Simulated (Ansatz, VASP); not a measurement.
Zr2Si5 in VASP and in Ansatz

The input INCAR:

```
ALGO = Normal ; DIPOL = 0.5 0.5 0.500
EDIFF = 1E-6 ; ENCUT = 520
GGA = PE ; IDIPOL = 3
ISIF = 2 ; ISMEAR = 0
LASPH = T ; LCHARG = F
LDIPOL = T ; LREAL = F
LWAVE = F ; NBANDS = 57
NELM = 80 ; PREC = Accurate
SIGMA = 0.1
```

File KPOINTS:

```
k-points
0
Gamma
  2 2 1
```

The input POSCAR:

```
Zr2Si5
1.0
    3.6790720029      0.0000000000      0.0000000000
    0.0000000000      3.7051806738      0.0000000000
    0.0000000000      0.0000000000     29.7972630146
Si Zr
10 4
Direct
    0.2500000000      0.5000000000      0.2517009699
    0.7500000000      0.0000000000      0.2520109569
    0.2500000000      0.0000000000      0.3495751122
    0.7500000000      0.0000000000      0.4022808512
    0.2500000000      0.0000000000      0.4998450065
    0.7500000000      0.5000000000      0.5001549935
    0.2500000000      0.5000000000      0.5977191488
    0.7500000000      0.5000000000      0.6504248878
    0.2500000000      0.5000000000      0.7479890431
    0.7500000000      0.0000000000      0.7482990301
    0.7500000000      0.5000000000      0.3236522409
    0.2500000000      0.5000000000      0.4282037225
    0.7500000000      0.0000000000      0.5717962775
    0.2500000000      0.0000000000      0.6763477591
```

Input for Ansatz:

```yaml
crystal:
  lattice:
    - [3.6790720029, 0.0, 0.0]
    - [0.0, 3.7051806738, 0.0]
    - [0.0, 0.0, 29.7972630146]
  atoms:
    - { symbol: Si, position: [0.25, 0.5, 0.2517009699] }
    - { symbol: Si, position: [0.75, 0.0, 0.2520109569] }
    - { symbol: Zr, position: [0.75, 0.5, 0.3236522409] }
    - { symbol: Si, position: [0.25, 0.0, 0.3495751122] }
    - { symbol: Si, position: [0.75, 0.0, 0.4022808512] }
    - { symbol: Zr, position: [0.25, 0.5, 0.4282037225] }
    - { symbol: Si, position: [0.25, 0.0, 0.4998450065] }
    - { symbol: Si, position: [0.75, 0.5, 0.5001549935] }
    - { symbol: Zr, position: [0.75, 0.0, 0.5717962775] }
    - { symbol: Si, position: [0.25, 0.5, 0.5977191488] }
    - { symbol: Si, position: [0.75, 0.5, 0.6504248878] }
    - { symbol: Zr, position: [0.25, 0.0, 0.6763477591] }
    - { symbol: Si, position: [0.25, 0.5, 0.7479890431] }
    - { symbol: Si, position: [0.75, 0.0, 0.7482990301] }
basis:
  ecutwfc: 420
kpoints:
  mp_grid: { grid: [2, 2, 1] }
hamiltonian:
  xc: pbe
scf:
  occupations: { method: gaussian, width: 0.1 }
output:
  forces: true
  stress: true
  eigenvalues: true
efield:
  axis: 3
  dipole_correction: true
  ramp_width: 0.04
```

Alike in both runs: task single point; functional PBE; k mesh 2 × 2 × 1; occupations gaussian, width 0.1 eV; no spin polarisation.

```csv
,VASP,Ansatz
version,VASP 6.6.1,Ansatz 0.2.0
potentials or method,"VASP PAW PBE potentials, release 64 (Si, Zr_sv), cutoff 520 eV","scalar-relativistic, plane waves, PAW"
valence electrons in the cell,88,88
```

VASP gave:

| Item | Value |
| --- | --- |
| gap on the k mesh at the Fermi level (eV) | none |
| rms of the force components (eV/Å) | 0.182 |

Problem. Estimate Ansatz's values.

Solution. gap on the k mesh at the Fermi level (eV): none; rms of the force components (eV/Å): 0.181.

A gap of «none» marks a metal or a gap that the smearing closes.

The k mesh is coarse, so the values compare programs but aren't converged.
